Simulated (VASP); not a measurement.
HfO2: single point with PBEsol

The system is HfO2.

```
Hf O
1.0
     5.55640    0.00000    0.00000
     0.00000    3.33360    0.00000
     0.00000    0.00000    6.50500
Hf O
4 8
Direct
  0.74868 0.75000 0.60787
  0.25132 0.25000 0.39213
  0.24868 0.75000 0.89213
  0.75132 0.25000 0.10787
  0.63950 0.25000 0.42340
  0.36050 0.75000 0.57660
  0.13950 0.25000 0.07660
  0.86050 0.75000 0.92340
  0.52079 0.25000 0.84145
  0.47921 0.75000 0.15855
  0.02079 0.25000 0.65855
  0.97921 0.75000 0.34145
```

```json
{
 "Program": "VASP 6.6.1",
 "Task": "single point",
 "Functional": "PBEsol",
 "Potentials or basis": "VASP PAW PBE potentials, release 64 (Hf_pv, O)",
 "Cutoff": "520 eV",
 "k mesh": "5 × 8 × 4",
 "Occupations": "fermi-dirac, width 0.05 eV",
 "Spin": "no spin polarisation",
 "Dipole correction": "no",
 "Further INCAR settings": "ALGO = Normal; EDIFF = 1e-07; NBANDS = 56"
}
```

The pressure is -9.3 GPa. The largest force is 0.086 eV/Å and the band gap on the k mesh is 3.30 eV.

Forces in eV/Å, atoms in the order of the input:
```
Hf  -0.003  0.000 -0.048
Hf   0.003  0.000  0.048
Hf  -0.003  0.000  0.048
Hf   0.003  0.000 -0.048
O   -0.015  0.000  0.014
O    0.015  0.000 -0.014
O   -0.015  0.000 -0.014
O    0.015  0.000  0.014
O   -0.016  0.000  0.085
O    0.016  0.000 -0.085
O   -0.016  0.000 -0.085
O    0.016  0.000  0.085
```

Stress tensor (GPa, compression positive):
```
-9.29  0.00  0.00
 0.00 -9.40  0.00
 0.00  0.00 -9.25
```

Levels at points of the mesh, in eV from the valence-band top:
| k point | band 41 | band 42 | band 43 | band 44 | band 45 | band 46 | band 47 | band 48 |
| --- | --- | --- | --- | --- | --- | --- | --- | --- |
| (0.00, 0.00, 0.00) | -0.83 | -0.34 | -0.05 | 0.00 | 3.30 | 4.23 | 4.33 | 4.87 |
| (0.00, 0.50, 0.00) | -0.80 | -0.80 | -0.70 | -0.70 | 5.05 | 5.05 | 5.87 | 5.87 |
| (0.00, 0.00, 0.50) | -0.58 | -0.58 | -0.40 | -0.40 | 4.17 | 4.17 | 4.92 | 4.92 |
| (0.00, 0.50, 0.50) | -0.91 | -0.91 | -0.81 | -0.81 | 5.00 | 5.00 | 6.09 | 6.09 |

It took 6.7 min on 1 thread of AMD EPYC 7R43 64-Core Processor (Zen 3), on a shared host, peak memory 0.32 GiB.

Caveat: the cell stands under tension; the PAW data sets were made with another functional, which shifts forces and pressure a little; spin-orbit coupling is left out, which moves the levels of the heavy elements; an odd mesh through Γ misses points on the zone boundary, where band edges can lie.
